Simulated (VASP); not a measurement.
Set up this calculation in VASP 6.6.1, as the native input.

```
Task                   : single point
Functional             : LDA
Potentials or basis    : VASP PAW LDA potentials, release 64 (Ga_d, As)
Cutoff                 : 520 eV
k mesh                 : 12 × 12 × 12
Occupations            : gaussian, width 0.1 eV
Spin                   : collinear spin, ferromagnetic start
Starting moments       : [1.0, 2.0] μB
Dipole correction      : no
Further INCAR settings : ALGO = Normal; EDIFF = 1e-06; NBANDS = 20
```

The structure of GaAs lies in POSCAR:

```
GaAs
1.0
    0.0000000000      2.8016907855      2.8016907855
    2.8016907855      0.0000000000      2.8016907855
    2.8016907855      2.8016907855      0.0000000000
Ga As
1 1
Direct
    0.0000000000      0.0000000000      0.0000000000
    0.7500000000      0.7500000000      0.7500000000
```

These files were run (other wordings do the same):

INCAR

```
SYSTEM = GaAs
  PREC = Accurate
  ENCUT = 520
  EDIFF = 1E-6
  ISMEAR = 0
  SIGMA = 0.1
  LREAL = .False.
  LASPH = .True.
  NELM = 150
  ALGO = Normal
  ISIF = 2
  LWAVE = .False.
  LCHARG = .False.
  ISPIN = 2
  MAGMOM = 1 2
  LORBIT = 11
  GGA = CA
  NBANDS = 20
```

KPOINTS

```
Automatic mesh
0
Gamma
  12 12 12
  0 0 0
```

Potentials or basis: VASP PAW LDA potentials, release 64 (Ga_d, As).

Command:

```sh
$ cat potpaw_LDA.64/Ga_d/POTCAR potpaw_LDA.64/As/POTCAR > POTCAR
$ mpirun -np 1 vasp_std > vasp.out
```

It gave:

- Pressure: 0.3 GPa
- Band gap on the k mesh: 0.54 eV, direct
- Net moment: 0.00 μB per cell
- Valence electrons inside the program's atomic spheres: Ga 11.73; As 2.86

It took 2.9 min on 1 thread of Intel Xeon 8259CL, on a shared host, peak memory 0.23 GiB.
